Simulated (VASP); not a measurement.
BN:

```
B N
1.0
     0.00000    1.80482    1.80482
     1.80482    0.00000    1.80482
     1.80482    1.80482    0.00000
B N
1 1
Direct
  0.00000 0.00000 0.00000
  0.25000 0.25000 0.25000
```

Base run:

| Item | Value |
| --- | --- |
| Program | VASP 6.6.1 |
| Functional | HSE06 |
| Potentials or basis | VASP PAW PBE potentials, release 64 (B, N) |
| Cutoff | 520 eV |
| k mesh | 8 × 8 × 8 |
| Occupations | gaussian, width 0.01 eV |
| Spin | no spin polarisation |

Its results: band gap on the k mesh 5.78 eV (least direct gap 10.57 eV); pressure -3.9 GPa.

The run is repeated on the same cell with these changes: functional from HSE06 to PBE0. What comes out?

Band gap on the k mesh 6.55 eV (least direct gap 11.35 eV); pressure -3.9 GPa.

Caveats: the cell stands under tension; the PAW data sets were made with another functional, which shifts forces and pressure a little.

A k mesh can miss the band edges.
